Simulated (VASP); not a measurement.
Input of a VASP 6.6.1 run:

The input POSCAR:

```
SiNi2
1.0
    3.9856318685      0.0000000000      0.0000000000
   -1.9928159342      3.4516584482      0.0000000000
    0.0000000000      0.0000000000      5.0007133382
Si Ni
2 4
Direct
    0.3333333333      0.6666666667      0.7500000000
    0.6666666667      0.3333333333      0.2500000000
    0.0000000000      0.0000000000      0.0000000000
    0.0000000000      0.0000000000      0.5000000000
    0.3333333333      0.6666666667      0.2500000000
    0.6666666667      0.3333333333      0.7500000000
```

File INCAR.step1:

```
  PREC = Accurate
  ENCUT = 520
  ISMEAR = 0
  SIGMA = 0.15
  LREAL = F
  LASPH = T
  NELM = 80
  NBANDS = 33
  GGA = PE
  ALGO = Normal
  EDIFF = 1E-4
  LWAVE = T
  LCHARG = F
```

INCAR.step2

```
  PREC = Accurate
  ENCUT = 520
  EDIFF = 1E-6
  ISMEAR = 0
  SIGMA = 0.15
  LREAL = F
  LASPH = T
  NELM = 80
  ALGO = Normal
  ISIF = 2
  LWAVE = F
  LCHARG = T
  METAGGA = R2SCAN
  LMIXTAU = T
  LELF = T
  LVHAR = T
  NBANDS = 33
  ISTART = 1
```

The input KPOINTS:

```
regular mesh
0
Gamma
  12 12 10
```

Potentials or basis: VASP PAW PBE potentials, release 64 (Si, Ni).

Command:

```sh
$ cat potpaw_PBE.64/Si/POTCAR potpaw_PBE.64/Ni/POTCAR > POTCAR
$ cp INCAR.step1 INCAR
$ mpirun -np 1 vasp_std > vasp.out
$ cp INCAR.step2 INCAR
$ mpirun -np 1 vasp_std > vasp.out
```

Question: Estimate the band gap on the k mesh.

Answer: Zero (bands 24 and 25 overlap by 3.25 eV).

Question: What does it give for the pressure?

Answer: -14.1 GPa.

Stress tensor (GPa, compression positive):
```
-15.94   0.00   0.00
  0.00 -15.94   0.00
  0.00   0.00 -10.41
```

Caveat: the cell differs from its parent crystal (strain +0.030 along x and y, +0.015 along z); the stress differs along the axes, from -16 to -10 GPa; the PAW data sets were made with another functional, which shifts forces and pressure a little. Spin polarisation is off, so any magnetic state and its effect on volume and gap are missing.
